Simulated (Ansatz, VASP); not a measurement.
## I in VASP and in Ansatz

File INCAR:

```
PREC = Accurate
ENCUT = 520
EDIFF = 1E-6
ISMEAR = -1
SIGMA = 0.05
LREAL = F
LASPH = T
NELM = 150
ALGO = Normal
ISIF = 2
LWAVE = F
LCHARG = F
MAGMOM = 0 0 0
LORBIT = 11
LSORBIT = T
GGA_COMPAT = F
LORBMOM = T
GGA = PS
NBANDS = 18
```

KPOINTS

```
regular mesh
0
Gamma
  9 9 9
```

POSCAR

```
I
1.0
    0.0000000000      2.3656004428      3.9098401324
    2.1922454667      0.0000000000      3.9098401324
    2.1922454667      2.3656004428      0.0000000000
I
1
Direct
    0.0000000000      0.0000000000      0.0000000000
```

The input input.yaml:

```yaml
crystal:
  lattice:
    - [0.0, 2.3656004428, 3.9098401324]
    - [2.1922454667, 0.0, 3.9098401324]
    - [2.1922454667, 2.3656004428, 0.0]
  atoms:
    - { symbol: I, position: [0.0, 0.0, 0.0] }
hamiltonian:
  xc: pbesol
  pseudopotentials: { kind: paw_fr }
magnetization:
  noncollinear: true
  spin_orbit: true
kpoints:
  mp_grid: { grid: [9, 9, 9] }
  band_path:
    path:
      - [[0.0, 0.0, 0.0], [0.5, 0.0, 0.5], [0.5, 0.1138942365, 0.6138942365], [0.0504161431, 0.5, 0.5504161431], [0.0, 0.5, 0.5], [0.0, 0.0, 0.0], [0.5, 0.5, 0.0], [0.9495838569, 0.5, 0.4495838569], [0.8622775204, 0.3622775204, 0.5], [0.5, 0.1138942365, 0.6138942365]]
      - [[0.5, 0.8861057635, 0.3861057635], [0.5, 0.5, 0.0]]
      - [[0.0, 0.5, 0.5], [0.1377224796, 0.6377224796, 0.5]]
      - [[0.8622775204, 0.3622775204, 0.5], [0.5, 0.0, 0.5]]
      - [[0.5, 0.5, 0.5], [0.0, 0.0, 0.0]]
    npoints: 14
scf:
  occupations: { method: fermi_dirac, width: 0.05 }
  n_extra_bands: 6
output:
  forces: true
  stress: true
  eigenvalues: true
  fatbands: false
```

Alike in both runs: functional PBEsol; k mesh 9 × 9 × 9; occupations fermi-dirac, width 0.05 eV; non-collinear spin, spin-orbit coupling.

|  | VASP | Ansatz |
| --- | --- | --- |
| version | VASP 6.6.1 | Ansatz 0.2.0 |
| potentials or method | VASP PAW PBE potentials, release 64 (I) | Ansatz PAW |
| plane-wave cutoff (eV) | 520 | 420 |
| valence electrons in the cell | 7 | 17 |
| task | single point | band structure |

|  | VASP | Ansatz | Ansatz less VASP |
| --- | --- | --- | --- |
| pressure (GPa) | -0.9 | -0.9 | +0.05 |
| traceless stress, the component that is largest in VASP (GPa) | 0.50 | 0.45 | -0.047 |

VASP's potentials were made for PBE, not for PBEsol. VASP's potentials hold 7 valence electrons a cell and Ansatz's 17, so a difference there can come from the potentials and not from the codes.
